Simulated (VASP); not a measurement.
# SiBi in VASP: further runs

Runs on SiBi. Level: PBE. Tasks: single point, relaxation of cell and atoms.

Program: VASP 6.6.1. These are calculated values, not measurements. Logs are shortened: lines on timing, memory, paths and dates and some standing lists are left out, and cuts for length are marked.

**1. The cell of the first run**

Symmetry: R-3m, No. 166, trigonal system. The conventional cell has a = 4.138 Å, b = 4.138 Å, c = 10.191 Å, α = 90.00°, β = 90.00°, γ = 120.00°. Si (site symmetry -3m) has 6 Bi at 2.93 Å within 3.9 Å. Bi (site symmetry -3m) has 6 Si at 2.93 Å within 3.9 Å.

The cell was generated, and may not be a known phase.

**2. Single point, PBE**

The input, INCAR:

```
SYSTEM = SiBi
  PREC = Accurate
  ENCUT = 520
  EDIFF = 1E-6
  ISMEAR = 0
  SIGMA = 0.1
  LREAL = .FALSE.
  LASPH = .TRUE.
  NELM = 60
  ALGO = Normal
  ISIF = 2
  LWAVE = .FALSE.
  LCHARG = .FALSE.
  GGA = PE
  NBANDS = 16
```

The input, KPOINTS:

```
regular mesh
0
G
  6 6 6
  0 0 0
```

The input, POSCAR:

```
SiBi
1.0
    2.0691236023      1.1946090675      3.3969465669
   -2.0691236023      1.1946090675      3.3969465669
    0.0000000000     -2.3892181388      3.3969465656
Si Bi
1 1
Direct
    0.5000000000      0.5000000000      0.5000000000
    0.0000000000      0.0000000000      0.0000000000
```

Potentials or basis: VASP PAW PBE potentials, release 64 (Si, Bi_d).

Started as:

```bash
> cat potpaw_PBE.64/Si/POTCAR potpaw_PBE.64/Bi_d/POTCAR > POTCAR
> mpirun -np 1 vasp_std > vasp.out
```

OUTCAR:

```text
SYSTEM = SiBi
   PREC = Accurate
   ENCUT = 520
   EDIFF = 1E-6
   ISMEAR = 0
   LREAL = .FALSE.
   LASPH = .TRUE.
   NELM = 60
   ISIF = 2
   GGA = PE

 ion  position               nearest neighbor table
   1  0.500  0.500  0.500-   2 2.93   2 2.93   2 2.93   2 2.93   2 2.93   2 2.93
   2  0.000  0.000  0.000-   1 2.93   1 2.93   1 2.93   1 2.93   1 2.93   1 2.93

  LATTYP: Found a trigonal (rhomboedric) cell.
 ALAT       =     4.1530241131
 COS(alpha) =     0.5035517780

  Lattice vectors:

 A1 = (   2.0691236023,   1.1946090675,   3.3969465669)
 A2 = (  -2.0691236023,   1.1946090675,   3.3969465669)
 A3 = (   0.0000000000,  -2.3892181388,   3.3969465656)

Analysis of symmetry for initial positions (statically):
=====================================================================
 Subroutine PRICEL returns:
 Original cell was already a primitive cell.

 Routine SETGRP: Setting up the symmetry group for a
 trigonal (rhombohedral) supercell.

 Subroutine GETGRP returns: Found 12 space group operations
 (whereof 12 operations were pure point group operations)
 out of a pool of 12 trial point group operations.

The static configuration has the point symmetry D_3d.

Analysis of symmetry for dynamics (positions and initial velocities):
=====================================================================
 Subroutine PRICEL returns:
 Original cell was already a primitive cell.

 Routine SETGRP: Setting up the symmetry group for a
 trigonal (rhombohedral) supercell.

 Subroutine GETGRP returns: Found 12 space group operations
 (whereof 12 operations were pure point group operations)
 out of a pool of 12 trial point group operations.

The dynamic configuration has the point symmetry D_3d.

 Subroutine INISYM returns: Found 12 space group operations
 (whereof 12 operations are pure point group operations),
 and found     1 'primitive' translations

----------------------------------------------------------------------------------------

                                     Primitive cell

  volume of cell :      50.3793

  direct lattice vectors                    reciprocal lattice vectors
     2.069123602  1.194609068  3.396946567     0.241648203  0.139515655  0.098127341
    -2.069123602  1.194609068  3.396946567    -0.241648203  0.139515655  0.098127341
     0.000000000 -2.389218139  3.396946566     0.000000000 -0.279031310  0.098127341

  length of vectors
     4.153024113  4.153024113  4.153024113     0.295782770  0.295782770  0.295782770

[... 79 lines left out ...]
   NELM   =     60;   NELMIN=  2; NELMDL= -5     # of ELM steps
   EDIFF  = 0.1E-05   stopping-criterion for ELM
   LREAL  =      F    real-space projection
   EDIFFG = 0.1E-04   stopping-criterion for IOM
   NSW    =      0    number of steps for IOM
   IBRION =     -1    ionic relax: 0-MD 1-quasi-New 2-CG
   NFREE  =      0    steps in history (QN), initial steepest desc. (CG)
   ISIF   =      2    stress and relaxation
   ISYM   =      2    0-nonsym 1-usesym 2-fastsym
   POTIM  = 0.5000    time-step for ionic-motion
   TEBEG  =    0.0;   TEEND  =   0.0 temperature during run
   PSTRESS=    0.0 pullay stress
   NELECT =      19.0000    total number of electrons
   NUPDOWN=      -1.0000    fix difference up-down
   EMIN   =  10.00;   EMAX   =-10.00  energy-range for DOS
   EFERMI =   0.00;   METHOD = LEGACY
   ISMEAR =     0;   SIGMA  =   0.10  broadening in eV -4-tet -1-fermi 0-gaus
   EFERMI_NEDOS =   21; number of points for ismear=-14 and -15
   IALGO  =     38    algorithm
   IMIX   =      4    mixing-type and parameters
     AMIX     =   0.40;   BMIX     =  1.00
     AMIX_MAG =   1.60;   BMIX_MAG =  1.00
  volume/ion in A,a.u.               =      25.19       169.99
  Fermi-wavevector in a.u.,A,eV,Ry     =   1.182793  2.235154 19.034531  1.398999
  Thomas-Fermi vector in A             =   2.319040
   LORBIT       =      0    0 simple, 1 ext, 2 COOP (PROOUT), +10 PAW based schemes
   GGA     = PE    functional components
   LHFCALC =     F    Hartree Fock is set to
   AEXX    =    0.0000 exact exchange contribution
   IVDW    =     0    specifies the selected vdW correction
   LEPSILON=     F    determine dielectric tensor
   LRPA    =     F    only Hartree local field effects (RPA)
 non-spin polarized calculation
 Gauss-broadening in eV      SIGMA  =   0.10
  energy-cutoff  :      520.00
  volume of cell :       50.38
 maximum number of plane-waves:      1368
   NGX = 15   NGY = 15   NGZ = 15

 number of electron      18.9999999 magnetization

 Free energy of the ion-electron system (eV)
  ---------------------------------------------------
  ext. energy  EPLUGINS =         0.00000000
  ---------------------------------------------------
  free energy    TOTEN  =        -8.44649902 eV

  energy without entropy =       -8.44388485  energy(sigma->0) =       -8.44519194

 E-fermi :   7.1069     XC(G=0): -10.0816

 val. band max:        7.0202805465   @ k =   0.5000   0.3333   0.1667
 cond. band min:       7.2882105565   @ k =  -0.3333   0.1667   0.0000
 fundamental gap:      0.2679300100
 Fermi energy:         7.1069251438

 k-point     1 :       0.0000    0.0000    0.0000
  band No.  band energies     occupation
      1     -15.4878      2.00000
      2     -15.4878      2.00000
      3     -15.4795      2.00000
      4     -15.4789      2.00000
      5     -15.4789      2.00000
      6      -5.8700      2.00000
[... 433 lines left out ...]
      3     -15.4795      2.00000
      4     -15.4565      2.00000
      5     -15.4444      2.00000
      6      -3.3275      2.00000
[... 8 lines left out ...]
     15      16.3800      0.00000
     16      18.8137      0.00000

 [... further k-points ...]

------------------------ aborting loop because EDIFF is reached ----------------------------------------

  FORCE on cell =-STRESS in cart. coord.  units (eV):
  Direction    XX          YY          ZZ          XY          YZ          ZX
  --------------------------------------------------------------------------------------
  -------------------------------------------------------------------------------------
  Total        0.1039010      0.1039010     -0.0156530      0.0000000      0.0000000      0.0000000
  in kB        3.3042912      3.3042912     -0.4978015      0.0000000      0.0000000      0.0000000
  external PRESSURE =       2.0369269 kB  Pullay stress =       0.0000000 kB

 VOLUME and BASIS-vectors are now :
 -----------------------------------------------------------------------------
  energy-cutoff  :      520.00
  volume of cell :       50.38
      direct lattice vectors                 reciprocal lattice vectors
     2.069123602  1.194609068  3.396946567     0.241648203  0.139515655  0.098127341
    -2.069123602  1.194609068  3.396946567    -0.241648203  0.139515655  0.098127341
     0.000000000 -2.389218139  3.396946566     0.000000000 -0.279031310  0.098127341

 POSITION                                       TOTAL-FORCE (eV/Angst)
 -----------------------------------------------------------------------------------
      0.00000     -0.00000      5.09542        -0.000000     -0.000000     -0.000000
      0.00000      0.00000      0.00000         0.000000      0.000000      0.000000
 -----------------------------------------------------------------------------------
    total drift:                               -0.000000     -0.000000     -0.000000

  FREE ENERGIE OF THE ION-ELECTRON SYSTEM (eV)
  ---------------------------------------------------
  free  energy   TOTEN  =        -8.4464990227 eV

  energy  without entropy=       -8.4438848497  energy(sigma->0) =       -8.44519194
```

stdout:

```text
POSCAR found type information on POSCAR SiBi
 POSCAR found :  2 types and       2 ions
 scaLAPACK will be used
 LDA part: xc-table for (Slater+PW92), standard interpolation
 POSCAR, INCAR and KPOINTS ok, starting setup
 FFT: planning ... GRIDC
 FFT: planning ... GRID_SOFT
 FFT: planning ... GRID
 WAVECAR not read
 entering main loop
```

It took 11 s on 1 thread of AMD EPYC 9R45 (Zen 5), shared host; peak memory 0.15 GiB.

Results:

```yaml
Free_energy: -8.4465 eV
Pressure: 0.2 GPa
Band_gap_on_the_k_mesh: zero (an odd number of electrons rules out a gap without spin polarisation)
```

Stress tensor (GPa, compression positive):
```
 0.33  0.00  0.00
 0.00  0.33  0.00
 0.00  0.00 -0.05
```

Caveat: spin-orbit coupling is left out, which moves the levels of the heavy elements; an odd number of electrons without spin polarisation forces a metal; a magnetic or distorted state may lie lower.

**3. Single point, PBE**

This run uses another cell than the first one, of 25.42 Å³/atom.

The input, INCAR:

```
PREC = Accurate
ENCUT = 520
EDIFF = 1E-7
ISMEAR = 0
SIGMA = 0.1
LREAL = F
LASPH = T
NELM = 100
ALGO = Normal
ISIF = 2
LWAVE = F
LCHARG = F
GGA = PE
NBANDS = 16
```

The input, KPOINTS:

```
regular mesh
0
Gamma
  16 16 16
```

The input, POSCAR:

```
SiBi
1.0
    0.0000000000      2.9402014755      2.9402014755
    2.9402014755      0.0000000000      2.9402014755
    2.9402014755      2.9402014755      0.0000000000
Si Bi
1 1
Direct
    0.5000000000      0.5000000000      0.5000000000
    0.0000000000      0.0000000000      0.0000000000
```

Potentials or basis: VASP PAW PBE potentials, release 64 (Si, Bi_d).

Started as:

```bash
> cat potpaw_PBE.64/Si/POTCAR potpaw_PBE.64/Bi_d/POTCAR > POTCAR
> mpirun -np 1 vasp_std > vasp.out
```

Run time: 48 s. Hardware: 1 thread of AMD EPYC 9R45 (Zen 5), shared host; peak memory 0.23 GiB.

Results (log left out):

| Item | Value |
| --- | --- |
| Free energy | -8.4444 eV |
| Pressure | 0.0 GPa |
| Band gap on the k mesh | zero (an odd number of electrons rules out a gap without spin polarisation) |

Levels at points of the mesh, in eV from the Fermi level:
| k point | band 8 | band 9 | band 10 | band 11 | band 12 | band 13 |
| --- | --- | --- | --- | --- | --- | --- |
| (0.00, 0.00, 0.00) | -0.63 | -0.63 | -0.63 | 4.76 | 4.76 | 4.76 |
| (0.50, 0.00, 0.00) | 0.15 | 0.15 | 0.62 | 0.62 | 1.13 | 1.39 |
| (0.50, 0.50, 0.00) | -5.40 | -2.94 | -2.94 | 2.56 | 7.05 | 7.05 |

Caveat: spin-orbit coupling is left out, which moves the levels of the heavy elements; an odd number of electrons without spin polarisation forces a metal; a magnetic or distorted state may lie lower.

**4. Relaxation of cell and atoms, PBE**

The input, INCAR:

```
SYSTEM = SiBi
PREC = Accurate
ENCUT = 600
EDIFF = 1E-6
ISMEAR = 0
SIGMA = 0.1
LREAL = .FALSE.
LASPH = .TRUE.
NELM = 60
ALGO = Normal
ISIF = 3
LWAVE = .FALSE.
LCHARG = .FALSE.
GGA = PE
IBRION = 2
NSW = 100
EDIFFG = -0.01
```

The input, KPOINTS:

```
regular mesh
0
G
  16 16 16
  0 0 0
```

The input, POSCAR:

```
SiBi
1.0
    0.0000000000      2.9314117423      2.9314117423
    2.9314117423      0.0000000000      2.9314117423
    2.9314117423      2.9314117423      0.0000000000
Si Bi
1 1
Direct
    0.5000000000      0.5000000000      0.5000000000
    0.0000000000      0.0000000000      0.0000000000
```

Started as:

```bash
> cat potpaw_PBE.64/Si/POTCAR potpaw_PBE.64/Bi_d/POTCAR > POTCAR
> mpirun -np 1 vasp_std > vasp.out
```

Wall time 2 min (1 thread of AMD EPYC 9R45 (Zen 5), shared host); peak memory 0.27 GiB.

It converged, with:

| Property | Result |
| --- | --- |
| Free energy | -8.4444 eV |
| Relaxed volume | 25.41 Å³/atom |
| Relaxed cell | a = 4.158 Å, b = 4.158 Å, c = 4.158 Å, α = 60.00°, β = 60.00°, γ = 60.00° |
| Space group after relaxing (to 0.1 Å) | Fm-3m (No. 225) |
| Energy gained by relaxing | 0.4 meV/atom |
| Ionic steps | 3 |
| Pressure after relaxing | 0.0 GPa |
| Band gap on the k mesh | zero (an odd number of electrons rules out a gap without spin polarisation) |

The path:
| step | energy change (eV) | largest force (eV/Å) | pressure (GPa) | volume (Å³) |
| --- | --- | --- | --- | --- |
| 1 | 0.0000 | 0.0000 | 0.56 | 50.38 |
| 2 | -0.0006 | 0.0000 | -0.23 | 51.03 |
| 3 | -0.0007 | 0.0000 | 0.03 | 50.82 |

Final structure:
```yaml
crystal:
  lattice:
    - [0.00000, 2.93991, 2.93991]
    - [2.93991, 0.00000, 2.93991]
    - [2.93991, 2.93991, 0.00000]
  atoms:
    - { symbol: Si, position: [0.50000, 0.50000, 0.50000] }
    - { symbol: Bi, position: [0.00000, 0.00000, 0.00000] }
```

Levels at points of the mesh, in eV from the Fermi level:
```tsv
k point	band 7	band 8	band 9	band 10	band 11	band 12	band 13
(0.00, 0.00, 0.00)	-3.01	-0.63	-0.63	-0.63	4.76	4.76	4.76
(0.50, 0.00, 0.00)	-8.31	0.15	0.15	0.62	0.62	1.13	1.39
(0.50, 0.50, 0.00)	-5.79	-5.40	-2.94	-2.94	2.56	7.05	7.05
```

Caveat: spin-orbit coupling is left out, which moves the levels of the heavy elements; an odd number of electrons without spin polarisation forces a metal; a magnetic or distorted state may lie lower.

**5. The runs side by side**

| task | cell | k mesh | cutoff (eV) | gap on the mesh (eV) | pressure (GPa) |
| --- | --- | --- | --- | --- | --- |
| single point | a = 4.153 Å, angles 59.8°, 2 atoms | 6 × 6 × 6 | 520 | none | 0.2 |
| single point | a = 4.158 Å, angles 60.0°, 2 atoms | 16 × 16 × 16 | 520 | none | 0.0 |
| relaxation of cell and atoms | relaxed from a = 4.146 Å, angles 60.0°, 2 atoms | 16 × 16 × 16 | 600 | none | 0.0 |

Alike in all rows: level PBE; potentials or basis VASP PAW PBE potentials, release 64 (Si, Bi_d); no spin polarisation; smearing gaussian 0.1 eV.

Caveats: spin-orbit coupling is left out, which moves the levels of the heavy elements; an odd number of electrons without spin polarisation forces a metal; a magnetic or distorted state may lie lower.

Total energies depend on the potentials used, so only differences within one code and one set of settings carry meaning.

The gap in the log of VASP goes by the Fermi energy; the results here count the filled bands.